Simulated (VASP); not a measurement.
Set up this calculation in VASP 6.6.1, as the native input.

```yaml
Task: single point
Functional: r2SCAN
Potentials_or_basis: VASP PAW PBE potentials, release 64 (Zn, S)
Cutoff: 520 eV
k_mesh: 12 × 12 × 6
Occupations: fermi-dirac, width 0.02 eV
Spin: no spin polarisation
Dipole_correction: no
Further_INCAR_settings: ALGO = Normal; EDIFF = 1e-06; NBANDS = 26
```

The system is ZnS.

```
Zn S
1.0
     3.83235    0.00000    0.00000
    -1.91618    3.31892    0.00000
     0.00000    0.00000    6.28914
Zn S
2 2
Cartesian
  0.0000 2.2126 0.0339
  1.9162 1.1063 3.1785
  0.0000 2.2126 2.3874
  1.9162 1.1063 5.5320
```

The input as run:

POSCAR

```
ZnS
1.0
    3.8323531153      0.0000000000      0.0000000000
   -1.9161765576      3.3189151541      0.0000000000
    0.0000000000      0.0000000000      6.2891363700
Zn S
2 2
Direct
    0.3333333333      0.6666666667      0.0053942600
    0.6666666667      0.3333333333      0.5053942600
    0.3333333333      0.6666666667      0.3796057400
    0.6666666667      0.3333333333      0.8796057400
```

INCAR.step1

```
ALGO = Normal ; EDIFF = 1E-4
ENCUT = 520 ; GGA = PE
ISMEAR = -1 ; LASPH = T
LCHARG = F ; LREAL = F
LWAVE = T ; NBANDS = 26
NELM = 80 ; PREC = Accurate
SIGMA = 0.02
```

INCAR.step2

```
ALGO = Normal ; EDIFF = 1E-6
ENCUT = 520 ; ISIF = 2
ISMEAR = -1 ; ISTART = 1
LASPH = T ; LCHARG = F
LMIXTAU = T ; LREAL = F
LWAVE = F ; METAGGA = R2SCAN
NBANDS = 26 ; NELM = 80
PREC = Accurate ; SIGMA = 0.02
```

KPOINTS

```
k-points
0
Gamma
  12 12 6
```

Potentials or basis: VASP PAW PBE potentials, release 64 (Zn, S).

The run is started by

```bash
$ cat potpaw_PBE.64/Zn/POTCAR potpaw_PBE.64/S/POTCAR > POTCAR
$ cp INCAR.step1 INCAR
$ mpirun -np 1 vasp_std > vasp.out
$ cp INCAR.step2 INCAR
$ mpirun -np 1 vasp_std > vasp.out
```

It gave:

* Pressure: -1.5 GPa
* Largest force: 0.010 eV/Å
* Band gap on the k mesh: 2.69 eV

Caveat: the PAW data sets were made with another functional, which shifts forces and pressure a little.

Wall time 13 min on 1 thread of AMD EPYC 7R13, on a shared host, peak memory 0.3 GiB.
